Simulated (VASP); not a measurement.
# GaP (rocksalt type) (Fm-3m) in VASP: further runs

The runs below take GaP (rocksalt type) through single point, with PBE, LDA.

Program: VASP 6.6.1. These are calculated values, not measurements. Logs are shortened: lines on timing, memory, paths and dates and some standing lists are left out, and cuts for length are marked.

**1. The cell of the first run**

It takes space group Fm-3m (No. 225, cubic). The conventional cell has a = 5.161 Å, b = 5.161 Å, c = 5.161 Å, α = 90.00°, β = 90.00°, γ = 90.00°. Ga (site symmetry m-3m) has 6 P at 2.58 Å within 3.4 Å. Within 3.4 Å of P (site symmetry m-3m) lie 6 Ga at 2.58 Å.

**2. Single point, PBE**

Input file INCAR:

```
SYSTEM = GaP
PREC = Accurate ; ENCUT = 520
EDIFF = 1E-7 ; ISMEAR = -1
SIGMA = 0.05 ; LREAL = .FALSE.
LASPH = .TRUE. ; NELM = 60
ALGO = Normal ; ISIF = 2
LWAVE = .FALSE. ; LCHARG = .TRUE.
GGA = PE ; LELF = .TRUE.
LVHAR = .TRUE. ; NBANDS = 16
```

Input file KPOINTS:

```
regular mesh
0
G
  12 12 12
  0 0 0
```

Input file POSCAR:

```
GaP
1.0
    0.0000000000      2.5804676415      2.5804676415
    2.5804676415      0.0000000000      2.5804676415
    2.5804676415      2.5804676415      0.0000000000
Ga P
1 1
Direct
    0.0000000000      0.0000000000      0.0000000000
    0.5000000000      0.5000000000      0.5000000000
```

Potentials or basis: VASP PAW PBE potentials, release 64 (Ga_d, P).

On the command line:

```console
> cat potpaw_PBE.64/Ga_d/POTCAR potpaw_PBE.64/P/POTCAR > POTCAR
> mpirun -np 1 vasp_std > vasp.out
```

OUTCAR:

```text
SYSTEM = GaP
   PREC = Accurate
   ENCUT = 520
   EDIFF = 1E-7
   ISMEAR = -1
   LREAL = .FALSE.
   LASPH = .TRUE.
   NELM = 60
   ISIF = 2
   GGA = PE

 ion  position               nearest neighbor table
   1  0.000  0.000  0.000-   2 2.58   2 2.58   2 2.58   2 2.58   2 2.58   2 2.58
   2  0.500  0.500  0.500-   1 2.58   1 2.58   1 2.58   1 2.58   1 2.58   1 2.58

  LATTYP: Found a face centered cubic cell.
 ALAT       =     5.1609352830

  Lattice vectors:

 A1 = (   0.0000000000,   2.5804676415,   2.5804676415)
 A2 = (   2.5804676415,   0.0000000000,   2.5804676415)
 A3 = (   2.5804676415,   2.5804676415,   0.0000000000)

Analysis of symmetry for initial positions (statically):
=====================================================================
 Subroutine PRICEL returns:
 Original cell was already a primitive cell.

 Routine SETGRP: Setting up the symmetry group for a
 face centered cubic supercell.

 Subroutine GETGRP returns: Found 48 space group operations
 (whereof 48 operations were pure point group operations)
 out of a pool of 48 trial point group operations.

The static configuration has the point symmetry O_h .

Analysis of symmetry for dynamics (positions and initial velocities):
=====================================================================
 Subroutine PRICEL returns:
 Original cell was already a primitive cell.

 Routine SETGRP: Setting up the symmetry group for a
 face centered cubic supercell.

 Subroutine GETGRP returns: Found 48 space group operations
 (whereof 48 operations were pure point group operations)
 out of a pool of 48 trial point group operations.

The dynamic configuration has the point symmetry O_h .

 Subroutine INISYM returns: Found 48 space group operations
 (whereof 48 operations are pure point group operations),
 and found     1 'primitive' translations

----------------------------------------------------------------------------------------

                                     Primitive cell

  volume of cell :      34.3657

  direct lattice vectors                    reciprocal lattice vectors
     0.000000000  2.580467641  2.580467641    -0.193763329  0.193763329  0.193763329
     2.580467641  0.000000000  2.580467641     0.193763329 -0.193763329  0.193763329
[... 70 lines left out ...]
   dimension x,y,z NGX =    28 NGY =   28 NGZ =   28
   dimension x,y,z NGXF=    56 NGYF=   56 NGZF=   56
   ions per type =               1   1
   NGX,Y,Z   is equivalent  to a cutoff of  12.76, 12.76, 12.76 a.u.
   NGXF,Y,Z  is equivalent  to a cutoff of  25.51, 25.51, 25.51 a.u.
 SYSTEM =  GaP
   PREC   = accura    normal or accurate (medium, high low for compatibility)
   ISTART =      0    job   : 0-new  1-cont  2-samecut
   ICHARG =      2    charge: 1-file 2-atom 10-const
   ISPIN  =      1    spin polarized calculation?
   LNONCOLLINEAR =      F non collinear calculations
   LSORBIT =      F    spin-orbit coupling
   LASPH  =      T    aspherical Exc in radial PAW
   ENCUT  =  520.0 eV  38.22 Ry    6.18 a.u.   6.79  6.79  6.79*2*pi/ulx,y,z
   NELM   =     60;   NELMIN=  2; NELMDL= -5     # of ELM steps
   EDIFF  = 0.1E-06   stopping-criterion for ELM
   LREAL  =      F    real-space projection
   EDIFFG = 0.1E-05   stopping-criterion for IOM
   NSW    =      0    number of steps for IOM
   IBRION =     -1    ionic relax: 0-MD 1-quasi-New 2-CG
   NFREE  =      0    steps in history (QN), initial steepest desc. (CG)
   ISIF   =      2    stress and relaxation
   ISYM   =      2    0-nonsym 1-usesym 2-fastsym
   POTIM  = 0.5000    time-step for ionic-motion
   TEBEG  =    0.0;   TEEND  =   0.0 temperature during run
   PSTRESS=    0.0 pullay stress
   NELECT =      18.0000    total number of electrons
   NUPDOWN=      -1.0000    fix difference up-down
   EMIN   =  10.00;   EMAX   =-10.00  energy-range for DOS
[... 5 lines left out ...]
     AMIX     =   0.40;   BMIX     =  1.00
     AMIX_MAG =   1.60;   BMIX_MAG =  1.00
  volume/ion in A,a.u.               =      17.18       115.96
  Fermi-wavevector in a.u.,A,eV,Ry     =   1.319645  2.493768 23.694056  1.741464
  Thomas-Fermi vector in A             =   2.449529
   LORBIT       =      0    0 simple, 1 ext, 2 COOP (PROOUT), +10 PAW based schemes
   GGA     = PE    functional components
   LHFCALC =     F    Hartree Fock is set to
   AEXX    =    0.0000 exact exchange contribution
   IVDW    =     0    specifies the selected vdW correction
   LEPSILON=     F    determine dielectric tensor
   LRPA    =     F    only Hartree local field effects (RPA)
 non-spin polarized calculation
  energy-cutoff  :      520.00
  volume of cell :       34.37
 maximum number of plane-waves:       944
   NGX = 13   NGY = 13   NGZ = 13

 number of electron      18.0000009 magnetization

 Free energy of the ion-electron system (eV)
  ---------------------------------------------------
  ext. energy  EPLUGINS =         0.00000000
  ---------------------------------------------------
  free energy    TOTEN  =        -8.31286003 eV

  energy without entropy =       -8.30207968  energy(sigma->0) =       -8.30746985

 E-fermi :   6.3532     XC(G=0): -10.9621

 val. band max:        6.3348929692   @ k =   0.2500   0.1667   0.0833
 cond. band min:       6.3631856044   @ k =   0.1667   0.0000   0.0000
 fundamental gap:      0.0282926352
 Fermi energy:         6.3531782687

 k-point     1 :       0.0000    0.0000    0.0000
  band No.  band energies     occupation
      1      -8.2517      2.00000
      2      -8.2517      2.00000
      3      -8.2276      2.00000
      4      -8.2276      2.00000
      5      -8.2276      2.00000
      6      -6.7849      2.00000
[... 433 lines left out ...]
      3      -8.2289      2.00000
      4      -8.1939      2.00000
      5      -8.1806      2.00000
      6      -3.7494      2.00000
[... 8 lines left out ...]
     15      18.0152      0.00000
     16      18.9693      0.00000

 [... further k-points ...]
[... 5 lines left out ...]
  --------------------------------------------------------------------------------------
  -------------------------------------------------------------------------------------
  Total        0.0158059      0.0158059      0.0158059     -0.0000000     -0.0000000      0.0000000
  in kB        0.7368920      0.7368920      0.7368920     -0.0000000     -0.0000000      0.0000000
  external PRESSURE =       0.7368920 kB  Pullay stress =       0.0000000 kB

 VOLUME and BASIS-vectors are now :
 -----------------------------------------------------------------------------
  energy-cutoff  :      520.00
  volume of cell :       34.37
      direct lattice vectors                 reciprocal lattice vectors
     0.000000000  2.580467641  2.580467641    -0.193763329  0.193763329  0.193763329
     2.580467641  0.000000000  2.580467641     0.193763329 -0.193763329  0.193763329
     2.580467641  2.580467641  0.000000000     0.193763329  0.193763329 -0.193763329

 POSITION                                       TOTAL-FORCE (eV/Angst)
 -----------------------------------------------------------------------------------
      0.00000      0.00000      0.00000         0.000000      0.000000      0.000000
      2.58047      2.58047      2.58047         0.000000     -0.000000     -0.000000
 -----------------------------------------------------------------------------------
    total drift:                               -0.000000      0.000000      0.000000

  FREE ENERGIE OF THE ION-ELECTRON SYSTEM (eV)
  ---------------------------------------------------
  free  energy   TOTEN  =        -8.3128600339 eV

  energy  without entropy=       -8.3020796753  energy(sigma->0) =       -8.30746985
```

It took 27 s on 1 thread of Intel Xeon Platinum 8488C (Sapphire Rapids), shared host; peak memory 0.18 GiB.

Results:

| Item | Value |
| --- | --- |
| Free energy | -8.3129 eV |
| Pressure | 0.1 GPa |
| Band gap on the k mesh | zero (band 9 reaches 6.93 eV, above the bottom of band 10 at 3.74 eV) |

**3. Single point, LDA**

Input file INCAR:

```
PREC = Accurate
ENCUT = 520
EDIFF = 1E-6
ISMEAR = -1
SIGMA = 0.05
LREAL = False
LASPH = True
NELM = 100
ALGO = Normal
ISIF = 2
LWAVE = False
LCHARG = False
NBANDS = 16
```

Input file KPOINTS:

```
Automatic mesh
0
Gamma
  12 12 12
```

POSCAR is that of step 2.

Potentials or basis: VASP PAW LDA potentials, release 64 (Ga_d, P).

On the command line:

```console
> cat potpaw_LDA.64/Ga_d/POTCAR potpaw_LDA.64/P/POTCAR > POTCAR
> mpirun -np 1 vasp_std > vasp.out
```

OUTCAR:

```text
PREC = Accurate
   ENCUT = 520
   EDIFF = 1E-6
   ISMEAR = -1
   LREAL = False
   LASPH = True
   NELM = 100
   ISIF = 2

 ion  position               nearest neighbor table
   1  0.000  0.000  0.000-   2 2.58   2 2.58   2 2.58   2 2.58   2 2.58   2 2.58
   2  0.500  0.500  0.500-   1 2.58   1 2.58   1 2.58   1 2.58   1 2.58   1 2.58

  LATTYP: Found a face centered cubic cell.
 ALAT       =     5.1609352830

  Lattice vectors:

 A1 = (   0.0000000000,   2.5804676415,   2.5804676415)
 A2 = (   2.5804676415,   0.0000000000,   2.5804676415)
 A3 = (   2.5804676415,   2.5804676415,   0.0000000000)

Analysis of symmetry for initial positions (statically):
=====================================================================
 Subroutine PRICEL returns:
 Original cell was already a primitive cell.

 Routine SETGRP: Setting up the symmetry group for a
 face centered cubic supercell.

 Subroutine GETGRP returns: Found 48 space group operations
 (whereof 48 operations were pure point group operations)
 out of a pool of 48 trial point group operations.

The static configuration has the point symmetry O_h .

Analysis of symmetry for dynamics (positions and initial velocities):
=====================================================================
 Subroutine PRICEL returns:
 Original cell was already a primitive cell.

 Routine SETGRP: Setting up the symmetry group for a
 face centered cubic supercell.

 Subroutine GETGRP returns: Found 48 space group operations
 (whereof 48 operations were pure point group operations)
 out of a pool of 48 trial point group operations.

The dynamic configuration has the point symmetry O_h .

 Subroutine INISYM returns: Found 48 space group operations
 (whereof 48 operations are pure point group operations),
 and found     1 'primitive' translations

[... 96 lines left out ...]
   EDIFFG = 0.1E-04   stopping-criterion for IOM
   NSW    =      0    number of steps for IOM
   IBRION =     -1    ionic relax: 0-MD 1-quasi-New 2-CG
   NFREE  =      0    steps in history (QN), initial steepest desc. (CG)
   ISIF   =      2    stress and relaxation
   ISYM   =      2    0-nonsym 1-usesym 2-fastsym
   POTIM  = 0.5000    time-step for ionic-motion
   TEBEG  =    0.0;   TEEND  =   0.0 temperature during run
   PSTRESS=    0.0 pullay stress
   NELECT =      18.0000    total number of electrons
   NUPDOWN=      -1.0000    fix difference up-down
   EMIN   =  10.00;   EMAX   =-10.00  energy-range for DOS
[... 5 lines left out ...]
     AMIX     =   0.40;   BMIX     =  1.00
     AMIX_MAG =   1.60;   BMIX_MAG =  1.00
  volume/ion in A,a.u.               =      17.18       115.96
  Fermi-wavevector in a.u.,A,eV,Ry     =   1.319645  2.493768 23.694056  1.741464
  Thomas-Fermi vector in A             =   2.449529
   LORBIT       =      0    0 simple, 1 ext, 2 COOP (PROOUT), +10 PAW based schemes
   GGA     = CA    functional components
   LHFCALC =     F    Hartree Fock is set to
   AEXX    =    0.0000 exact exchange contribution
   IVDW    =     0    specifies the selected vdW correction
   LEPSILON=     F    determine dielectric tensor
   LRPA    =     F    only Hartree local field effects (RPA)
 non-spin polarized calculation
  energy-cutoff  :      520.00
  volume of cell :       34.37
 maximum number of plane-waves:       944
   NGX = 13   NGY = 13   NGZ = 13

 number of electron      18.0000009 magnetization

 Free energy of the ion-electron system (eV)
  ---------------------------------------------------
  ext. energy  EPLUGINS =         0.00000000
  ---------------------------------------------------
  free energy    TOTEN  =        -9.72085174 eV

  energy without entropy =       -9.71104573  energy(sigma->0) =       -9.71594874

 E-fermi :   6.2015     XC(G=0): -11.2028

 val. band max:        6.1901641520   @ k =   0.2500   0.1667   0.0833
 cond. band min:       6.2185058188   @ k =   0.1667   0.0000   0.0000
 fundamental gap:      0.0283416667
 Fermi energy:         6.2014757831

 k-point     1 :       0.0000    0.0000    0.0000
  band No.  band energies     occupation
      1      -8.5066      2.00000
      2      -8.5066      2.00000
      3      -8.4817      2.00000
      4      -8.4817      2.00000
      5      -8.4817      2.00000
      6      -6.9213      2.00000
[... 433 lines left out ...]
      3      -8.4827      2.00000
      4      -8.4478      2.00000
      5      -8.4346      2.00000
      6      -3.8564      2.00000
[... 8 lines left out ...]
     15      17.8833      0.00000
     16      18.7267      0.00000

 [... further k-points ...]
[... 5 lines left out ...]
  --------------------------------------------------------------------------------------
  -------------------------------------------------------------------------------------
  Total       -1.2153787     -1.2153787     -1.2153787     -0.0000000      0.0000000     -0.0000000
  in kB      -56.6626582    -56.6626582    -56.6626582     -0.0000000      0.0000000     -0.0000000
  external PRESSURE =     -56.6626582 kB  Pullay stress =       0.0000000 kB

 VOLUME and BASIS-vectors are now :
 -----------------------------------------------------------------------------
  energy-cutoff  :      520.00
  volume of cell :       34.37
      direct lattice vectors                 reciprocal lattice vectors
     0.000000000  2.580467641  2.580467641    -0.193763329  0.193763329  0.193763329
     2.580467641  0.000000000  2.580467641     0.193763329 -0.193763329  0.193763329
     2.580467641  2.580467641  0.000000000     0.193763329  0.193763329 -0.193763329

 POSITION                                       TOTAL-FORCE (eV/Angst)
 -----------------------------------------------------------------------------------
      0.00000      0.00000      0.00000        -0.000000     -0.000000     -0.000000
      2.58047      2.58047      2.58047         0.000000      0.000000      0.000000
 -----------------------------------------------------------------------------------
    total drift:                               -0.000000      0.000000      0.000000

  FREE ENERGIE OF THE ION-ELECTRON SYSTEM (eV)
  ---------------------------------------------------
  free  energy   TOTEN  =        -9.7208517387 eV

  energy  without entropy=       -9.7110457349  energy(sigma->0) =       -9.71594874
```

OSZICAR:

```text
N       E                     dE             d eps       ncg     rms          rms(c)
DAV:   1     0.748682756146E+02    0.74868E+02   -0.90521E+03  2424   0.172E+03
DAV:   2    -0.446931477395E+01   -0.79338E+02   -0.75682E+02  2600   0.308E+02
DAV:   3    -0.981102097735E+01   -0.53417E+01   -0.53047E+01  2912   0.613E+01
DAV:   4    -0.988350935645E+01   -0.72488E-01   -0.72457E-01  2768   0.741E+00
DAV:   5    -0.988488444248E+01   -0.13751E-02   -0.13750E-02  3000   0.954E-01    0.367E+00
DAV:   6    -0.973296955008E+01    0.15191E+00   -0.28239E-01  3344   0.970E+00    0.227E+00
DAV:   7    -0.972331699049E+01    0.96526E-02   -0.26329E-02  3048   0.114E+00    0.102E+00
DAV:   8    -0.972089138799E+01    0.24256E-02   -0.26847E-03  3192   0.631E-01    0.678E-02
DAV:   9    -0.972085151622E+01    0.39872E-04   -0.17434E-04  2944   0.220E-01    0.505E-02
DAV:  10    -0.972085230144E+01   -0.78522E-06   -0.11525E-05  3000   0.302E-02    0.178E-02
DAV:  11    -0.972085173874E+01    0.56270E-06   -0.36047E-06  2696   0.314E-02
   1 F= -.97208517E+01 E0= -.97159487E+01  d E =-.980600E-02
```

It took 23 s on 1 thread of Intel Xeon Platinum 8488C (Sapphire Rapids), shared host; peak memory 0.16 GiB.

What came out:

- Free energy: -9.7209 eV
- Pressure: -5.7 GPa
- Band gap on the k mesh: zero (band 9 reaches 6.80 eV, above the bottom of band 10 at 3.59 eV)
